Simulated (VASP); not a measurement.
A run of VASP 6.6.1 is set up as follows.

File POSCAR:

```
KCl
1.0
    0.0000000000      3.6826469720      3.6826469720
    3.6826469720      0.0000000000      3.6826469720
    3.6826469720      3.6826469720      0.0000000000
K Cl
1 1
Direct
    0.0000000000      0.0000000000      0.0000000000
    0.2500000000      0.2500000000      0.2500000000
```

The input INCAR.step1:

```
SYSTEM = KCl
  PREC = Accurate
  ENCUT = 520
  EDIFF = 1E-5
  ISMEAR = 0
  SIGMA = 0.01
  LREAL = .FALSE.
  LASPH = .TRUE.
  NELM = 80
  ALGO = Normal
  ISIF = 2
  LWAVE = .TRUE.
  GGA = PE
  NBANDS = 15
```

The input INCAR.step2:

```
SYSTEM = KCl
  PREC = Accurate
  ENCUT = 520
  EDIFF = 1E-7
  ISMEAR = 0
  SIGMA = 0.01
  LREAL = .FALSE.
  LASPH = .TRUE.
  NELM = 80
  ALGO = Normal
  ISIF = 2
  LWAVE = .FALSE.
  LCHARG = .TRUE.
  GGA = PE
  LHFCALC = .TRUE.
  HFSCREEN = 0.2079
  PRECFOCK = Normal
  LELF = .TRUE.
  LVHAR = .TRUE.
  ISTART = 1
  NBANDS = 15
```

KPOINTS

```
Automatic mesh
0
G
  4 4 4
  0 0 0
```

Potentials or basis: VASP PAW PBE potentials, release 64 (K_sv, Cl).

Run with:

```sh
$ cat potpaw_PBE.64/K_sv/POTCAR potpaw_PBE.64/Cl/POTCAR > POTCAR
$ cp INCAR.step1 INCAR
$ mpirun -np 1 vasp_std > vasp.out
$ cp INCAR.step2 INCAR
$ mpirun -np 1 vasp_std > vasp.out
```

Question: What does it give for the band gap on the k mesh?

Answer: 5.70 eV (least direct gap 5.71 eV).

Question: Predict the pressure.

Answer: -1.1 GPa.

Caveat: the cell differs from its parent crystal (strain +5.0%); the PAW data sets were made with another functional, which shifts forces and pressure a little. A k mesh can miss the band edges.
